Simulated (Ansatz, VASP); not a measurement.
**One calculation of GaN, two programs**

```xyz
2
Lattice="0.0000 2.0916 2.0916 2.0916 0.0000 2.0916 2.0916 2.0916 0.0000" Properties=species:S:1:pos:R:3 pbc="T T T"
Ga    0.0000    0.0000    0.0000
N     2.0916    2.0916    2.0916
```

Change from the starting cell: volume scaled by 0.94.

Alike in both runs: task single point; functional PBE; k mesh 11 × 11 × 11; occupations fermi-dirac, width 0.05 eV; no spin polarisation.

```csv
,VASP,Ansatz
version,VASP 6.6.1,Ansatz 0.2.0
potentials or method,"VASP PAW PBE potentials, release 64 (Ga_d, N), cutoff 520 eV","all-electron LAPW, scalar-relativistic"
```

VASP gave:

* gap on the k mesh at the Fermi level (eV): 0.93
* least direct gap on the mesh (eV): 3.14
* pressure (GPa): 15.4

Task: What did Ansatz give for the same quantities?

Result: gap on the k mesh at the Fermi level (eV): 0.94; least direct gap on the mesh (eV): 3.15; pressure (GPa): 14.6.

Ansatz ran all-electron here, and VASP with PAW potentials.
